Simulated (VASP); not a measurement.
# Ta3N (P1) in VASP: single point with PBEsol

Aim: the single point of Ta3N with PBEsol.

All numbers are computed with VASP 6.6.1; they aren't measurements. Logs are shortened: lines on timing, memory, paths and dates and some standing lists are left out, and cuts for length are marked.

## Step 1: The cell of the first run

The typed cell holds 4 atoms: a = 3.001 Å, b = 3.001 Å, c = 7.450 Å, α = 90.00°, β = 90.00°, γ = 120.00°.

## Step 2: Single point, PBEsol (atom 4 (N) moved by (-0.150, -0.150) A along x and y)

Input file INCAR:

```
PREC     = Accurate       # precision mode
ENCUT    = 520            # plane-wave cutoff, eV
EDIFF    = 1E-6           # SCF threshold, eV
ISMEAR   = 0              # smearing method
SIGMA    = 0.15           # smearing width, eV
LREAL    = False          # projectors in reciprocal space
LASPH    = True           # aspherical terms in the spheres
NELM     = 80             # most SCF steps
ALGO     = Fast           # electronic algorithm
ISIF     = 2              # what is computed and relaxed
LWAVE    = False          # write WAVECAR
LCHARG   = False          # write CHGCAR
GGA      = PS             # functional
NBANDS   = 27             # bands
```

Input file KPOINTS:

```
Automatic mesh
0
Gamma
  18 18 8
```

Input file POSCAR:

```
Ta3N
1.0
    3.0005045844      0.0000000000      0.0000000000
   -1.5002522922      2.5985131942      0.0000000000
    0.0000000000      0.0000000000      7.4499251172
Ta N
3 1
Direct
    0.0000000000      0.0000000000      0.5000000000
    0.3333333333      0.6666666667      0.1725859884
    0.6666666667      0.3333333333      0.8274140116
   -0.0788542506     -0.0577253178      0.0000000000
```

Potentials or basis: VASP PAW PBE potentials, release 64 (Ta_pv, N).

Run with:

```console
$ cat potpaw_PBE.64/Ta_pv/POTCAR potpaw_PBE.64/N/POTCAR > POTCAR
$ mpirun -np 1 vasp_std > vasp.out
```

OUTCAR:

```text
PREC = Accurate
   ENCUT = 520
   EDIFF = 1E-6
   ISMEAR = 0
   LREAL = False
   LASPH = True
   NELM = 80
   ISIF = 2
   GGA = PS

 ion  position               nearest neighbor table
   1  0.000  0.000  0.500-   2 2.99   3 2.99   2 2.99   3 2.99   3 2.99   2 2.99
   2  0.333  0.667  0.173-   4 2.00   4 2.21   4 2.28   1 2.99   1 2.99   1 2.99   3 3.10   3 3.10
                             3 3.10
   3  0.667  0.333  0.827-   4 2.04   4 2.12   4 2.33   1 2.99   1 2.99   1 2.99   2 3.10   2 3.10
                             2 3.10
   4  0.921  0.942  0.000-   2 2.00   3 2.04   3 2.12   2 2.21   2 2.28   3 2.33

  LATTYP: Found a hexagonal cell.
 ALAT       =     3.0005045844
 C/A-ratio  =     2.4828907631

  Lattice vectors:

 A1 = (   3.0005045844,   0.0000000000,   0.0000000000)
 A2 = (  -1.5002522922,   2.5985131942,   0.0000000000)
 A3 = (   0.0000000000,   0.0000000000,   7.4499251172)

Analysis of symmetry for initial positions (statically):
=====================================================================
 Subroutine PRICEL returns:
 Original cell was already a primitive cell.

 Routine SETGRP: Setting up the symmetry group for a
 hexagonal supercell.

 Subroutine GETGRP returns: Found  1 space group operations
 (whereof  1 operations were pure point group operations)
 out of a pool of 24 trial point group operations.

The static configuration has the point symmetry C_1 .

Analysis of symmetry for dynamics (positions and initial velocities):
=====================================================================
 Subroutine PRICEL returns:
 Original cell was already a primitive cell.

 Routine SETGRP: Setting up the symmetry group for a
 hexagonal supercell.

 Subroutine GETGRP returns: Found  1 space group operations
 (whereof  1 operations were pure point group operations)
 out of a pool of 24 trial point group operations.

The dynamic configuration has the point symmetry C_1 .

 Subroutine INISYM returns: Found  1 space group operations
 (whereof  1 operations are pure point group operations),
 and found     1 'primitive' translations

----------------------------------------------------------------------------------------

                                     Primitive cell

  volume of cell :      58.0860

  direct lattice vectors                    reciprocal lattice vectors
     3.000504584  0.000000000  0.000000000     0.333277278  0.192417726  0.000000000
    -1.500252292  2.598513194  0.000000000     0.000000000  0.384835452  0.000000000
     0.000000000  0.000000000  7.449925117     0.000000000  0.000000000  0.134229537

  length of vectors
     3.000504584  3.000504584  7.449925117     0.384835452  0.384835452  0.134229537

  position of ions in fractional coordinates (direct lattice)
     0.000000000  0.000000000  0.500000000
     0.333333333  0.666666667  0.172585988
     0.666666667  0.333333333  0.827414012
     0.921145749  0.942274682  0.000000000

  ion indices of the primitive-cell ions
   primitive index   ion index
                 1           1
                 2           2
                 3           3
                 4           4

----------------------------------------------------------------------------------------

 KPOINTS: Automatic mesh

Automatic generation of k-mesh.
 Grid dimensions read from file:
 generate k-points for:   18   18    8

 Generating k-lattice:

  Cartesian coordinates                     Fractional coordinates (reciprocal lattice)
     0.018515404  0.010689874  0.000000000     0.055555556  0.000000000  0.000000000
     0.000000000  0.021379747  0.000000000     0.000000000  0.055555556  0.000000000
     0.000000000  0.000000000  0.016778692     0.000000000  0.000000000  0.125000000

  Length of vectors
     0.021379747  0.021379747  0.016778692

  Shift w.r.t. Gamma in fractional coordinates (k-lattice)
     0.000000000  0.000000000  0.000000000

 Subroutine IBZKPT returns following result:
 ===========================================

 Found   1300 irreducible k-points:

 Following reciprocal coordinates:
            Coordinates               Weight
  0.000000  0.000000  0.000000      1.000000
  0.055556  0.000000  0.000000      2.000000
  0.000000  0.055556  0.000000      2.000000
 -0.055556  0.055556  0.000000      2.000000
  0.111111  0.000000  0.000000      2.000000
  0.000000  0.111111  0.000000      2.000000
[... 16 lines left out ...]
  0.444444  0.000000  0.000000      2.000000
  0.000000  0.444444  0.000000      2.000000
 [... further k-points ...]
   k-points           NKPTS =   1300   k-points in BZ     NKDIM =   1300   number of bands    NBANDS=     27
   number of dos      NEDOS =    301   number of ions     NIONS =      4
   total plane-waves  NPLWV =  32256
   dimension x,y,z NGX =    24 NGY =   24 NGZ =   56
   dimension x,y,z NGXF=    48 NGYF=   48 NGZF=  112
   ions per type =               3   1
   NGX,Y,Z   is equivalent  to a cutoff of  13.30, 13.30, 12.50 a.u.
   NGXF,Y,Z  is equivalent  to a cutoff of  26.59, 26.59, 24.99 a.u.
 SYSTEM =  unknown system
   PREC   = accura    normal or accurate (medium, high low for compatibility)
   ISTART =      0    job   : 0-new  1-cont  2-samecut
   ICHARG =      2    charge: 1-file 2-atom 10-const
   ISPIN  =      1    spin polarized calculation?
   LNONCOLLINEAR =      F non collinear calculations
   LSORBIT =      F    spin-orbit coupling
   LASPH  =      T    aspherical Exc in radial PAW
   ENCUT  =  520.0 eV  38.22 Ry    6.18 a.u.   5.58  5.58 13.85*2*pi/ulx,y,z
   NELM   =     80;   NELMIN=  2; NELMDL= -5     # of ELM steps
   EDIFF  = 0.1E-05   stopping-criterion for ELM
   LREAL  =      F    real-space projection
   EDIFFG = 0.1E-04   stopping-criterion for IOM
   NSW    =      0    number of steps for IOM
   IBRION =     -1    ionic relax: 0-MD 1-quasi-New 2-CG
   NFREE  =      0    steps in history (QN), initial steepest desc. (CG)
   ISIF   =      2    stress and relaxation
   ISYM   =      2    0-nonsym 1-usesym 2-fastsym
   POTIM  = 0.5000    time-step for ionic-motion
   TEBEG  =    0.0;   TEEND  =   0.0 temperature during run
   PSTRESS=    0.0 pullay stress
   NELECT =      38.0000    total number of electrons
   NUPDOWN=      -1.0000    fix difference up-down
   EMIN   =  10.00;   EMAX   =-10.00  energy-range for DOS
   EFERMI =   0.00;   METHOD = LEGACY
   ISMEAR =     0;   SIGMA  =   0.15  broadening in eV -4-tet -1-fermi 0-gaus
   EFERMI_NEDOS =   21; number of points for ismear=-14 and -15
   IALGO  =     68    algorithm
   IMIX   =      4    mixing-type and parameters
     AMIX     =   0.40;   BMIX     =  1.00
     AMIX_MAG =   1.60;   BMIX_MAG =  1.00
  volume/ion in A,a.u.               =      14.52        98.00
  Fermi-wavevector in a.u.,A,eV,Ry     =   1.421169  2.685620 27.479968  2.019721
  Thomas-Fermi vector in A             =   2.542007
   LORBIT       =      0    0 simple, 1 ext, 2 COOP (PROOUT), +10 PAW based schemes
   GGA     = PS    functional components
   LHFCALC =     F    Hartree Fock is set to
   AEXX    =    0.0000 exact exchange contribution
   IVDW    =     0    specifies the selected vdW correction
   LEPSILON=     F    determine dielectric tensor
   LRPA    =     F    only Hartree local field effects (RPA)
 non-spin polarized calculation
 RMM-DIIS sequential band-by-band and
 Gauss-broadening in eV      SIGMA  =   0.15
  energy-cutoff  :      520.00
  volume of cell :       58.09
 maximum number of plane-waves:      1608
   NGX = 11   NGY = 11   NGZ = 27

 number of electron      37.9999994 magnetization

 Free energy of the ion-electron system (eV)
  ---------------------------------------------------
  ext. energy  EPLUGINS =         0.00000000
  ---------------------------------------------------
  free energy    TOTEN  =       -48.11505243 eV

  energy without entropy =      -48.07872593  energy(sigma->0) =      -48.09688918

 E-fermi :   6.7275     XC(G=0): -12.9618

 val. band max:        6.7269801707   @ k =  -0.2222   0.3889   0.0000
 cond. band min:       6.7282612068   @ k =   0.0000  -0.1667   0.1250
 fundamental gap:      0.0012810361
 Fermi energy:         6.7274869859

 k-point     1 :       0.0000    0.0000    0.0000
  band No.  band energies     occupation
      1     -28.3717      2.00000
      2     -28.0222      2.00000
      3     -27.6548      2.00000
      4     -27.6493      2.00000
      5     -27.5831      2.00000
      6     -27.5813      2.00000
[... 19 lines left out ...]
     26       9.6216      0.00000
     27       9.9390      0.00000

 k-point     2 :       0.0556    0.0000    0.0000
  band No.  band energies     occupation
      1     -28.3663      2.00000
      2     -28.0191      2.00000
      3     -27.6805      2.00000
      4     -27.6567      2.00000
      5     -27.6065      2.00000
      6     -27.5860      2.00000
[... 19 lines left out ...]
     26       9.6755      0.00000
     27      10.1029      0.00000

 k-point     3 :       0.0000    0.0556    0.0000
  band No.  band energies     occupation
      1     -28.3662      2.00000
      2     -28.0192      2.00000
      3     -27.6762      2.00000
      4     -27.6616      2.00000
      5     -27.6047      2.00000
      6     -27.5873      2.00000
[... 19 lines left out ...]
     26       9.7026      0.00000
     27      10.0734      0.00000

 k-point     4 :      -0.0556    0.0556    0.0000
  band No.  band energies     occupation
      1     -28.3662      2.00000
      2     -28.0192      2.00000
      3     -27.6774      2.00000
      4     -27.6605      2.00000
      5     -27.6039      2.00000
      6     -27.5880      2.00000
[... 19 lines left out ...]
     26       9.6683      0.00000
     27      10.0591      0.00000

 k-point     5 :       0.1111    0.0000    0.0000
  band No.  band energies     occupation
      1     -28.3516      2.00000
      2     -28.0127      2.00000
      3     -27.7505      2.00000
      4     -27.6830      2.00000
      5     -27.6678      2.00000
      6     -27.5996      2.00000
[... 19 lines left out ...]
     26       9.9009      0.00000
     27      10.4638      0.00000

 k-point     6 :       0.0000    0.1111    0.0000
  band No.  band energies     occupation
      1     -28.3512      2.00000
      2     -28.0129      2.00000
      3     -27.7441      2.00000
      4     -27.6982      2.00000
      5     -27.6569      2.00000
      6     -27.6023      2.00000
[... 444 lines left out ...]
      1     -28.4731      2.00000
      2     -28.3629      2.00000
      3     -28.0869      2.00000
      4     -27.8546      2.00000
      5     -27.8335      2.00000
      6     -27.7281      2.00000
[... 19 lines left out ...]
     26      11.5015      0.00000
     27      11.8914      0.00000

 k-point    22 :      -0.3889    0.3889    0.0000
  band No.  band energies     occupation
      1     -28.4655      2.00000
      2     -28.3751      2.00000
      3     -28.0853      2.00000
      4     -27.8580      2.00000
      5     -27.8288      2.00000
      6     -27.7317      2.00000
[... 19 lines left out ...]
     26      11.5232      0.00000
     27      11.9180      0.00000

 k-point    23 :       0.4444    0.0000    0.0000
  band No.  band energies     occupation
      1     -28.5439      2.00000
      2     -28.4087      2.00000
      3     -28.0964      2.00000
      4     -27.8652      2.00000
      5     -27.8284      2.00000
      6     -27.7382      2.00000
[... 19 lines left out ...]
     26      12.0419      0.00000
     27      12.3259      0.00000

 k-point    24 :       0.0000    0.4444    0.0000
  band No.  band energies     occupation
      1     -28.5331      2.00000
      2     -28.4199      2.00000
      3     -28.0953      2.00000
      4     -27.8686      2.00000
      5     -27.8273      2.00000
      6     -27.7429      2.00000
[... 19 lines left out ...]
     26      11.9757      0.00000
     27      12.2281      0.00000

 [... further k-points ...]
[... 5 lines left out ...]
  --------------------------------------------------------------------------------------
  -------------------------------------------------------------------------------------
  Total        1.0540945      0.9782188      1.7216898      0.4153698      0.0245467     -0.9911874
  in kB       29.0749524     26.9820821     47.4891450     11.4570919      0.6770696    -27.3397946
  external PRESSURE =      34.5153932 kB  Pullay stress =       0.0000000 kB

 VOLUME and BASIS-vectors are now :
 -----------------------------------------------------------------------------
  energy-cutoff  :      520.00
  volume of cell :       58.09
      direct lattice vectors                 reciprocal lattice vectors
     3.000504584  0.000000000  0.000000000     0.333277278  0.192417726  0.000000000
    -1.500252292  2.598513194  0.000000000     0.000000000  0.384835452  0.000000000
     0.000000000  0.000000000  7.449925117     0.000000000  0.000000000  0.134229537

 POSITION                                       TOTAL-FORCE (eV/Angst)
 -----------------------------------------------------------------------------------
      0.00000      0.00000      3.72496        -0.032142     -0.031811      0.020844
     -0.00000      1.73234      1.28575        -1.366436     -1.021369      0.789592
      1.50025      0.86617      6.16417        -0.706438     -1.024754     -0.635531
      1.35025      2.44851      0.00000         2.105016      2.077934     -0.174905
 -----------------------------------------------------------------------------------
    total drift:                                0.000580      0.000571      0.000256

  FREE ENERGIE OF THE ION-ELECTRON SYSTEM (eV)
  ---------------------------------------------------
  free  energy   TOTEN  =       -48.1150524347 eV

  energy  without entropy=      -48.0787259341  energy(sigma->0) =      -48.09688918
```

It took 34 min on 1 thread of Oxide Virtual Turin-like, shared host; peak memory 1.5 GiB.

Results:

```
Free energy            : -48.1151 eV
Pressure               : 3.5 GPa
Largest force          : 2.963 eV/Å
Band gap on the k mesh : zero (bands 19 and 20 overlap by 0.98 eV)
```

Forces in eV/Å, atoms in the order of the input:
```
Ta  -0.032 -0.032  0.021
Ta  -1.366 -1.021  0.790
Ta  -0.706 -1.025 -0.636
N    2.105  2.078 -0.175
```

Levels at points of the mesh, in eV from the Fermi level:
| k point | band 15 | band 16 | band 17 | band 18 | band 19 | band 20 | band 21 | band 22 | band 23 | band 24 |
| --- | --- | --- | --- | --- | --- | --- | --- | --- | --- | --- |
| (0.00, 0.00, 0.00) | -3.49 | -1.52 | -0.57 | -0.49 | -0.42 | 0.13 | 0.27 | 1.01 | 1.64 | 1.94 |
| (0.50, 0.00, 0.00) | -3.87 | -3.17 | -1.11 | -0.66 | 0.43 | 0.78 | 1.08 | 3.68 | 4.16 | 4.62 |
| (0.00, 0.50, 0.00) | -3.80 | -3.18 | -1.11 | -0.62 | 0.14 | 0.89 | 1.05 | 3.37 | 4.27 | 4.62 |
| (0.50, 0.50, 0.00) | -3.69 | -3.18 | -1.12 | -0.55 | -0.14 | 0.92 | 1.03 | 3.12 | 4.35 | 4.63 |
| (0.00, 0.00, 0.50) | -3.60 | -1.50 | -1.22 | -0.31 | -0.28 | 0.57 | 0.57 | 0.69 | 1.06 | 1.62 |
| (0.50, 0.00, 0.50) | -3.73 | -2.97 | -1.31 | -1.16 | 0.22 | 1.08 | 1.34 | 2.59 | 4.58 | 4.71 |
| (0.00, 0.50, 0.50) | -3.73 | -2.97 | -1.33 | -1.23 | 0.22 | 0.92 | 1.34 | 2.68 | 4.48 | 4.68 |
| (0.50, 0.50, 0.50) | -3.54 | -2.97 | -1.37 | -1.28 | 0.21 | 0.79 | 1.33 | 2.76 | 4.41 | 4.60 |

Caveat: the cell differs from its parent crystal (atom 4 (N) moved by (-0.150, -0.150) A along x and y); the cell stands under pressure; the PAW data sets were made with another functional, which shifts forces and pressure a little; spin-orbit coupling is left out, which moves the levels of the heavy elements.
